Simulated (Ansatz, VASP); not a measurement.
Al2Pt in VASP and in Ansatz

```
Al Pt
1.0
     0.00000    2.97309    2.97309
     2.97309    0.00000    2.97309
     2.97309    2.97309    0.00000
Al Pt
2 1
Direct
  0.25000 0.25000 0.25000
  0.75000 0.75000 0.75000
  0.00000 0.00000 0.00000
```

Alike in both runs: functional PBE; k mesh 14 × 14 × 14; occupations gaussian, width 0.1 eV; no spin polarisation.

Ansatz relaxed the structure, and its values are those at the end. VASP's run is a single point on that final structure, the one shown.

|  | VASP | Ansatz |
| --- | --- | --- |
| version | VASP 6.6.1 | Ansatz 0.2.0 |
| potentials or method | VASP PAW PBE potentials, release 64 (Al, Pt), cutoff 520 eV | scalar-relativistic, plane waves, PAW |
| valence electrons in the cell | 16 | 24 |

|  | VASP | Ansatz | Ansatz less VASP |
| --- | --- | --- | --- |
| gap on the k mesh at the Fermi level (eV) | none | none | - |
| pressure (GPa) | -0.2 | 0.0 | +0.17 |

A gap of «none» marks a metal or a gap that the smearing closes. VASP's potentials hold 16 valence electrons a cell and Ansatz's 24, so a difference there can come from the potentials and not from the codes.

Neither program's run includes spin-orbit coupling.
